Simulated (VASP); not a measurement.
SrCd:

```
Sr Cd
1.0
     4.00300    0.00000    0.00000
     0.00000    4.00300    0.00000
     0.00000    0.00000    4.00300
Sr Cd
1 1
Direct
  0.50000 0.50000 0.50000
  0.00000 0.00000 0.00000
```

```yaml
Program: VASP 6.6.1
Task: relaxation of cell and atoms
Functional: r2SCAN
Potentials_or_basis: VASP PAW PBE potentials, release 64 (Sr_sv, Cd)
Cutoff: 600 eV
k_mesh: 10 × 10 × 10
Occupations: fermi-dirac, width 0.08 eV
Spin: no spin polarisation
```

At the start: pressure 0.9 GPa; volume 32.07 Å³/atom.

Q: Where does the relaxation end?

A: Over 4 steps the energy falls by 2.7 meV/atom and the volume is 33.09 Å³/atom (+3.2 %); space group Pm-3m (No. 221, to 0.05 Å).

Step by step:
```tsv
step	energy change (eV)	largest force (eV/Å)	pressure (GPa)	volume (Å³)
1	0.0000	0.0000	0.90	64.14
2	-0.0053	0.0000	0.15	65.83
3	-0.0055	0.0000	-0.03	66.24
4	-0.0055	0.0000	0.00	66.18
```

Final structure:
```xyz
2
Lattice="4.0448 0.0000 0.0000 0.0000 4.0448 0.0000 0.0000 0.0000 4.0448" Properties=species:S:1:pos:R:3 pbc="T T T"
Sr    2.0224    2.0224    2.0224
Cd    0.0000    0.0000    0.0000
```

Caveat: the PAW data sets were made with another functional, which shifts forces and pressure a little.
